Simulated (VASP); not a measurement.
# GaSb3 (C2/m) in VASP: notebook

The runs below take GaSb3 through single point, with PBEsol.

Everything below comes from runs of VASP 6.6.1. Logs are shortened: lines on timing, memory, paths and dates and some standing lists are left out, and cuts for length are marked.

## Step 1: The cell of the first run

The structure is monoclinic, space group C2/m (No. 12). Conventional cell: a = 7.032 Å, b = 7.293 Å, c = 4.857 Å, α = 90.00°, β = 131.51°, γ = 90.00°. Within 4.0 Å of Ga (site symmetry 2/m) lie 14 Sb at 3.04 to 3.65 Å. Sb (site symmetry 2) has 4 Ga at 3.04 to 3.20 Å and 10 Sb at 3.04 to 3.65 Å within 4.0 Å. Sb (site symmetry 2/m) has 8 Sb at 3.04 to 3.20 Å and 6 Ga at 3.52 to 3.65 Å within 4.0 Å.

## Step 2: Single point, PBEsol (engineering shear strain xz -0.0800, normal strain along z -0.0367)

File INCAR:

```
SYSTEM = GaSb3
  ALGO = Normal
  EDIFF = 1E-6
  ENCUT = 520
  GGA = PS
  ISIF = 2
  ISMEAR = 0
  LASPH = .TRUE.
  LCHARG = .FALSE.
  LREAL = .FALSE.
  LWAVE = .FALSE.
  NBANDS = 22
  NELM = 60
  PREC = Accurate
  SIGMA = 0.15
```

File KPOINTS:

```
k-points
0
G
  10 10 10
  0 0 0
```

File POSCAR:

```
GaSb3
1.0
   -0.1458668159      3.6466703981      3.5128375945
    3.5008035822      0.0000000000      3.3669707786
    3.6466703981      3.6466703981     -0.1458668159
Ga Sb
1 3
Direct
    0.0000000000      0.0000000000      0.0000000000
    0.2500000000      0.2500000000      0.2500000000
    0.7500000000      0.7500000000      0.7500000000
    0.5000000000      0.5000000000      0.5000000000
```

Potentials or basis: VASP PAW PBE potentials, release 64 (Ga_d, Sb).

Run with:

```bash
cat potpaw_PBE.64/Ga_d/POTCAR potpaw_PBE.64/Sb/POTCAR > POTCAR
mpirun -np 1 vasp_std > vasp.out
```

OUTCAR:

```text
SYSTEM = GaSb3
   EDIFF = 1E-6
   ENCUT = 520
   GGA = PS
   ISIF = 2
   ISMEAR = 0
   LASPH = .TRUE.
   LREAL = .FALSE.
   NELM = 60
   PREC = Accurate

 ion  position               nearest neighbor table
   1  0.000  0.000  0.000-   3 3.04   2 3.04   3 3.04   2 3.04   3 3.20   2 3.20   3 3.20   2 3.20

   2  0.250  0.250  0.250-   1 3.04   1 3.04   4 3.04   4 3.04   1 3.20   4 3.20   1 3.20   4 3.20
                             3 3.52   3 3.52   3 3.65   3 3.65   3 3.65   3 3.65
   3  0.750  0.750  0.750-   4 3.04   1 3.04   4 3.04   1 3.04   4 3.20   1 3.20   4 3.20   1 3.20
                             2 3.52   2 3.52   2 3.65   2 3.65   2 3.65   2 3.65
   4  0.500  0.500  0.500-   2 3.04   2 3.04   3 3.04   3 3.04   2 3.20   3 3.20   2 3.20   3 3.20

  LATTYP: Found a base centered monoclinic cell.
 ALAT       =     7.0317295435
 B/A-ratio  =     1.0372043963
 C/A-ratio  =     0.6907506574
 COS(beta)  =    -0.6626963126

  Lattice vectors:

 A1 = (   0.1458668159,  -3.6466703981,  -3.5128375945)
 A2 = (   0.1458668159,   3.6466703981,  -3.5128375945)
 A3 = (   3.5008035822,   0.0000000000,   3.3669707786)

Analysis of symmetry for initial positions (statically):
=====================================================================
 Subroutine PRICEL returns:
 Original cell was already a primitive cell.

 Routine SETGRP: Setting up the symmetry group for a
 base centered monoclinic supercell.

 Subroutine GETGRP returns: Found  4 space group operations
 (whereof  4 operations were pure point group operations)
 out of a pool of  4 trial point group operations.

The static configuration has the point symmetry C_2h.

Analysis of symmetry for dynamics (positions and initial velocities):
=====================================================================
 Subroutine PRICEL returns:
 Original cell was already a primitive cell.

 Routine SETGRP: Setting up the symmetry group for a
 base centered monoclinic supercell.

 Subroutine GETGRP returns: Found  4 space group operations
 (whereof  4 operations were pure point group operations)
 out of a pool of  4 trial point group operations.

The dynamic configuration has the point symmetry C_2h.

 Subroutine INISYM returns: Found  4 space group operations
 (whereof  4 operations are pure point group operations),
 and found     1 'primitive' translations

[... 92 lines left out ...]
   ISPIN  =      1    spin polarized calculation?
   LNONCOLLINEAR =      F non collinear calculations
   LSORBIT =      F    spin-orbit coupling
   LASPH  =      T    aspherical Exc in radial PAW
   ENCUT  =  520.0 eV  38.22 Ry    6.18 a.u.   9.42  9.03  9.59*2*pi/ulx,y,z
   NELM   =     60;   NELMIN=  2; NELMDL= -5     # of ELM steps
   EDIFF  = 0.1E-05   stopping-criterion for ELM
   LREAL  =      F    real-space projection
   EDIFFG = 0.1E-04   stopping-criterion for IOM
   NSW    =      0    number of steps for IOM
   IBRION =     -1    ionic relax: 0-MD 1-quasi-New 2-CG
   NFREE  =      0    steps in history (QN), initial steepest desc. (CG)
   ISIF   =      2    stress and relaxation
   ISYM   =      2    0-nonsym 1-usesym 2-fastsym
   POTIM  = 0.5000    time-step for ionic-motion
   TEBEG  =    0.0;   TEEND  =   0.0 temperature during run
   PSTRESS=    0.0 pullay stress
   NELECT =      28.0000    total number of electrons
   NUPDOWN=      -1.0000    fix difference up-down
   EMIN   =  10.00;   EMAX   =-10.00  energy-range for DOS
   EFERMI =   0.00;   METHOD = LEGACY
   ISMEAR =     0;   SIGMA  =   0.15  broadening in eV -4-tet -1-fermi 0-gaus
   EFERMI_NEDOS =   21; number of points for ismear=-14 and -15
   IALGO  =     38    algorithm
   IMIX   =      4    mixing-type and parameters
     AMIX     =   0.40;   BMIX     =  1.00
     AMIX_MAG =   1.60;   BMIX_MAG =  1.00
  volume/ion in A,a.u.               =      23.32       157.36
  Fermi-wavevector in a.u.,A,eV,Ry     =   1.096161  2.071444 16.348346  1.201570
  Thomas-Fermi vector in A             =   2.232498
   LORBIT       =      0    0 simple, 1 ext, 2 COOP (PROOUT), +10 PAW based schemes
   GGA     = PS    functional components
   LHFCALC =     F    Hartree Fock is set to
   AEXX    =    0.0000 exact exchange contribution
   IVDW    =     0    specifies the selected vdW correction
   LEPSILON=     F    determine dielectric tensor
   LRPA    =     F    only Hartree local field effects (RPA)
 non-spin polarized calculation
 Gauss-broadening in eV      SIGMA  =   0.15
  energy-cutoff  :      520.00
  volume of cell :       93.27
 maximum number of plane-waves:      2534
 NGX is ok and might be reduce to    40
   NGX = 19   NGY = 19   NGZ = 19

 number of electron      28.0000005 magnetization

 Free energy of the ion-electron system (eV)
  ---------------------------------------------------
  ext. energy  EPLUGINS =         0.00000000
  ---------------------------------------------------
  free energy    TOTEN  =       -16.28925069 eV

  energy without entropy =      -16.26337051  energy(sigma->0) =      -16.27631060

 E-fermi :   8.6423     XC(G=0): -10.7756

 val. band max:        8.6404524444   @ k =   0.3000  -0.2000   0.1000
 cond. band min:       8.6447938101   @ k =   0.4000  -0.4000   0.2000
 fundamental gap:      0.0043413657
 Fermi energy:         8.6423241658

 k-point     1 :       0.0000    0.0000    0.0000
  band No.  band energies     occupation
      1      -6.1518      2.00000
      2      -6.1501      2.00000
      3      -6.1432      2.00000
      4      -6.1319      2.00000
      5      -6.1255      2.00000
      6      -4.6575      2.00000
[... 589 lines left out ...]
     21      14.9337      0.00000
     22      15.4343      0.00000

 [... further k-points ...]
[... 5 lines left out ...]
  --------------------------------------------------------------------------------------
  -------------------------------------------------------------------------------------
  Total        1.7942427      2.0039067      2.1542546      0.0000000      0.0000000      1.2784243
  in kB       30.8199994     34.4214317     37.0039826      0.0000000      0.0000000     21.9597024
  external PRESSURE =      34.0818046 kB  Pullay stress =       0.0000000 kB

 VOLUME and BASIS-vectors are now :
 -----------------------------------------------------------------------------
  energy-cutoff  :      520.00
  volume of cell :       93.27
      direct lattice vectors                 reciprocal lattice vectors
    -0.145866816  3.646670398  3.512837595    -0.131636617  0.137111377  0.136869005
     3.500803582  0.000000000  3.366970779     0.143042367 -0.137111377  0.148274755
     3.646670398  3.646670398 -0.145866816     0.131636617  0.137111377 -0.136869005

 POSITION                                       TOTAL-FORCE (eV/Angst)
 -----------------------------------------------------------------------------------
      0.00000      0.00000      0.00000         0.000000      0.000000      0.000000
      1.75040      1.82334      1.68349         0.000000     -0.241792     -0.000000
      5.25121      5.47001      5.05046        -0.000000      0.241792      0.000000
      3.50080      3.64667      3.36697         0.000000      0.000000      0.000000
 -----------------------------------------------------------------------------------
    total drift:                               -0.000000      0.000000      0.000000

  FREE ENERGIE OF THE ION-ELECTRON SYSTEM (eV)
  ---------------------------------------------------
  free  energy   TOTEN  =       -16.2892506865 eV

  energy  without entropy=      -16.2633705136  energy(sigma->0) =      -16.27631060
```

OSZICAR:

```text
N       E                     dE             d eps       ncg     rms          rms(c)
DAV:   1     0.163371455349E+03    0.16337E+03   -0.11719E+04 13024   0.138E+03
DAV:   2    -0.337942448558E+00   -0.16371E+03   -0.15723E+03 13680   0.330E+02
DAV:   3    -0.158896660896E+02   -0.15552E+02   -0.15083E+02 15210   0.837E+01
DAV:   4    -0.163286175889E+02   -0.43895E+00   -0.43696E+00 14266   0.145E+01
DAV:   5    -0.163392132621E+02   -0.10596E-01   -0.10593E-01 15572   0.234E+00    0.377E+00
DAV:   6    -0.163027292592E+02    0.36484E-01   -0.49396E-02 16336   0.256E+00    0.211E+00
DAV:   7    -0.162897413004E+02    0.12988E-01   -0.25983E-02 16158   0.129E+00    0.177E-01
DAV:   8    -0.162892702305E+02    0.47107E-03   -0.24531E-03 14914   0.494E-01    0.618E-02
DAV:   9    -0.162892537665E+02    0.16464E-04   -0.16585E-04 15058   0.803E-02    0.200E-02
DAV:  10    -0.162892509245E+02    0.28420E-05   -0.13830E-05 14692   0.337E-02    0.727E-03
DAV:  11    -0.162892506865E+02    0.23794E-06   -0.98072E-07  9714   0.754E-03
   1 F= -.16289251E+02 E0= -.16276311E+02  d E =-.258802E-01
```

stdout:

```text
POSCAR found type information on POSCAR GaSb
 POSCAR found :  2 types and       4 ions
 scaLAPACK will be used
 -----------------------------------------------------------------------------
|                                                                             |
|                                                                             |
|     You enforced a specific xc type in the INCAR file but a different       |
|     I HOPE YOU KNOW WHAT YOU ARE DOING!                                     |
|                                                                             |
 -----------------------------------------------------------------------------

 LDA part: xc-table for (Slater+PW92), standard interpolation
 POSCAR, INCAR and KPOINTS ok, starting setup
 FFT: planning ... GRIDC
 FFT: planning ... GRID_SOFT
 FFT: planning ... GRID
 WAVECAR not read
 entering main loop
```

Wall time 4.3 min (1 thread of Intel Xeon 6975P-C (Granite Rapids), shared host); peak memory 0.63 GiB.

Results:

* Free energy: -16.2893 eV
* Pressure: 3.4 GPa
* Largest force: 0.242 eV/Å
* Band gap on the k mesh: zero (band 14 reaches 10.32 eV, above the bottom of band 15 at 6.30 eV)

Forces in eV/Å, atoms in the order of the input:
```
Ga   0.000  0.000  0.000
Sb   0.000 -0.242  0.000
Sb   0.000  0.242  0.000
Sb   0.000  0.000  0.000
```

Levels at points of the mesh, in eV from the Fermi level:
```
           k point  band 11  band 12  band 13  band 14  band 15  band 16  band 17  band 18
(0.00, 0.00, 0.00)    -2.78    -2.70    -2.69    -2.67    -2.34    -1.02    -1.01    -0.39
(0.50, 0.00, 0.00)    -3.60    -2.96    -2.78    -0.23     0.13     1.93     2.41     2.73
(0.00, 0.50, 0.00)    -3.89    -3.16    -2.99    -0.38     0.00     1.94     2.81     3.07
(0.50, 0.50, 0.00)    -5.88     0.52     0.61     1.10     1.69     1.91     2.17     2.58
(0.50, 0.00, 0.50)    -5.56     0.82     1.03     1.55     1.68     1.75     2.10     2.55
(0.00, 0.50, 0.50)    -5.74     0.89     0.90     1.06     1.61     2.02     2.15     2.54
```

Caveat: the cell differs from its parent crystal (engineering shear strain xz -0.0800, normal strain along z -0.0367); the PAW data sets were made with another functional, which shifts forces and pressure a little; spin-orbit coupling is left out, which moves the levels of the heavy elements.

## Step 3: Single point, PBEsol (engineering shear strain xz -0.0800, normal strain along z +0.0367)

File INCAR:

```
SYSTEM = GaSb3
  PREC = Accurate
  ENCUT = 520
  EDIFF = 1E-6
  ISMEAR = 0
  SIGMA = 0.15
  LREAL = .FALSE.
  LASPH = .TRUE.
  NELM = 100
  ALGO = Normal
  ISIF = 2
  LWAVE = .FALSE.
  LCHARG = .FALSE.
  GGA = PS
  NBANDS = 22
```

File KPOINTS:

```
Automatic mesh
0
G
  10 10 10
  0 0 0
```

POSCAR, as its differences from that of step 2:

```diff
@@ -2,4 +2,4 @@
 1.0
-   -0.1458668159      3.6466703981      3.5128375945
-    3.5008035822      0.0000000000      3.3669707786
+   -0.1458668159      3.6466703981      3.7805032017
+    3.5008035822      0.0000000000      3.6346363858
     3.6466703981      3.6466703981     -0.1458668159
```

Potentials or basis: VASP PAW PBE potentials, release 64 (Ga_d, Sb).

Run with:

```bash
cat potpaw_PBE.64/Ga_d/POTCAR potpaw_PBE.64/Sb/POTCAR > POTCAR
mpirun -np 1 vasp_std > vasp.out
```

Wall time 4.9 min (1 thread of AMD EPYC 9R45 (Zen 5), shared host); peak memory 0.64 GiB.

It converged, with:

```
Free energy            : -16.3266 eV
Pressure               : -1.4 GPa
Largest force          : 0.166 eV/Å
Band gap on the k mesh : zero (band 14 reaches 9.34 eV, above the bottom of band 15 at 5.33 eV)
```

Forces on the atoms (eV/Å):
```
Ga   0.000  0.000  0.000
Sb   0.000 -0.166  0.000
Sb   0.000  0.166  0.000
Sb   0.000  0.000  0.000
```

Stress tensor (GPa, compression positive):
```
-1.14  0.00  1.50
 0.00 -1.10  0.00
 1.50  0.00 -1.91
```

Levels at points of the mesh, in eV from the Fermi level:
```csv
k point,band 12,band 13,band 14,band 15,band 16,band 17
"(0.00, 0.00, 0.00)",-2.40,-2.40,-2.36,-2.35,-0.89,-0.57
"(0.50, 0.00, 0.00)",-2.68,-2.52,-0.38,-0.02,1.82,2.46
"(0.00, 0.50, 0.00)",-2.77,-2.69,-0.43,-0.05,2.06,2.68
"(0.50, 0.50, 0.00)",0.74,0.82,1.22,1.62,1.79,2.19
"(0.50, 0.00, 0.50)",0.67,0.71,0.99,1.53,1.59,2.18
"(0.00, 0.50, 0.50)",0.34,0.46,1.39,1.44,1.88,2.01
```

Caveat: the cell differs from its parent crystal (engineering shear strain xz -0.0800, normal strain along z +0.0367); the PAW data sets were made with another functional, which shifts forces and pressure a little; spin-orbit coupling is left out, which moves the levels of the heavy elements.

## Step 4: Single point, PBEsol (engineering shear strain xz -0.0533, normal strain along z +0.0367)

File INCAR:

```
SYSTEM = GaSb3
ALGO = Normal ; EDIFF = 1E-6
ENCUT = 520 ; GGA = PS
ISIF = 2 ; ISMEAR = 0
LASPH = .TRUE. ; LCHARG = .TRUE.
LELF = .TRUE. ; LREAL = .FALSE.
LVHAR = .TRUE. ; LWAVE = .FALSE.
NBANDS = 22 ; NELM = 60
PREC = Accurate ; SIGMA = 0.15
```

File KPOINTS:

```
k-points
0
G
  10 10 10
  0 0 0
```

File POSCAR:

```
GaSb3
1.0
   -0.0971837661      3.6466703981      3.7805032017
    3.5494866320      0.0000000000      3.6833194356
    3.6466703981      3.6466703981     -0.0971837661
Ga Sb
1 3
Direct
    0.0000000000      0.0000000000      0.0000000000
    0.2500000000      0.2500000000      0.2500000000
    0.7500000000      0.7500000000      0.7500000000
    0.5000000000      0.5000000000      0.5000000000
```

Run with:

```bash
cat potpaw_PBE.64/Ga_d/POTCAR potpaw_PBE.64/Sb/POTCAR > POTCAR
mpirun -np 1 vasp_std > vasp.out
```

Run time: 13 min. Hardware: 1 thread of AMD EPYC 7R43 (Zen 3), shared host; peak memory 0.64 GiB.

It converged, with:

```
Free energy            : -16.3483 eV
Pressure               : -1.7 GPa
Largest force          : 0.101 eV/Å
Band gap on the k mesh : zero (band 14 reaches 9.33 eV, above the bottom of band 15 at 5.29 eV)
```

Forces on the atoms (eV/Å):
```
Ga   0.000  0.000  0.000
Sb   0.000 -0.101  0.000
Sb   0.000  0.101  0.000
Sb   0.000  0.000  0.000
```

Stress tensor (GPa, compression positive):
```
-1.32  0.00  1.29
 0.00 -1.35  0.00
 1.29  0.00 -2.35
```

Levels at points of the mesh, in eV from the Fermi level:
| k point | band 10 | band 11 | band 12 | band 13 | band 14 | band 15 | band 16 | band 17 | band 18 | band 19 |
| --- | --- | --- | --- | --- | --- | --- | --- | --- | --- | --- |
| (0.00, 0.00, 0.00) | -2.75 | -2.59 | -2.55 | -2.42 | -2.41 | -2.39 | -0.92 | -0.58 | -0.52 | 3.34 |
| (0.50, 0.00, 0.00) | -3.69 | -3.45 | -2.71 | -2.56 | -0.32 | 0.02 | 1.83 | 2.39 | 2.71 | 3.24 |
| (0.00, 0.50, 0.00) | -3.68 | -3.60 | -2.77 | -2.67 | -0.36 | -0.01 | 2.08 | 2.47 | 2.99 | 3.33 |
| (0.50, 0.50, 0.00) | -5.26 | -5.26 | 0.82 | 0.97 | 1.22 | 1.62 | 1.74 | 2.12 | 2.13 | 3.53 |
| (0.50, 0.00, 0.50) | -5.44 | -5.25 | 0.65 | 0.75 | 0.96 | 1.45 | 1.61 | 2.24 | 2.31 | 4.04 |
| (0.00, 0.50, 0.50) | -5.39 | -5.33 | 0.50 | 0.55 | 1.24 | 1.39 | 1.76 | 2.11 | 2.39 | 3.83 |

Caveat: the cell differs from its parent crystal (engineering shear strain xz -0.0533, normal strain along z +0.0367); the PAW data sets were made with another functional, which shifts forces and pressure a little; spin-orbit coupling is left out, which moves the levels of the heavy elements.

## Step 5: Overview

```tsv
cell	gap on the mesh (eV)	pressure (GPa)	largest force (eV/Å)
a = 5.066, b = 4.857, c = 5.159 Å, angles 60.7, 62.0, 62.6°, 4 atoms	none	3.4	0.24
a = 5.255, b = 5.046, c = 5.159 Å, angles 62.0, 63.2, 60.1°, 4 atoms	none	-1.4	0.17
a = 5.254, b = 5.115, c = 5.158 Å, angles 61.5, 62.3, 59.6°, 4 atoms	none	-1.7	0.10
```

Alike in all rows: task single point; level PBEsol; potentials or basis VASP PAW PBE potentials, release 64 (Ga_d, Sb); no spin polarisation; k mesh 10 × 10 × 10; cutoff (eV) 520; smearing gaussian 0.15 eV.

Caveats: the PAW data sets were made with another functional, which shifts forces and pressure a little; spin-orbit coupling is left out, which moves the levels of the heavy elements.

Total energies depend on the potentials used, so only differences within one code and one set of settings carry meaning.
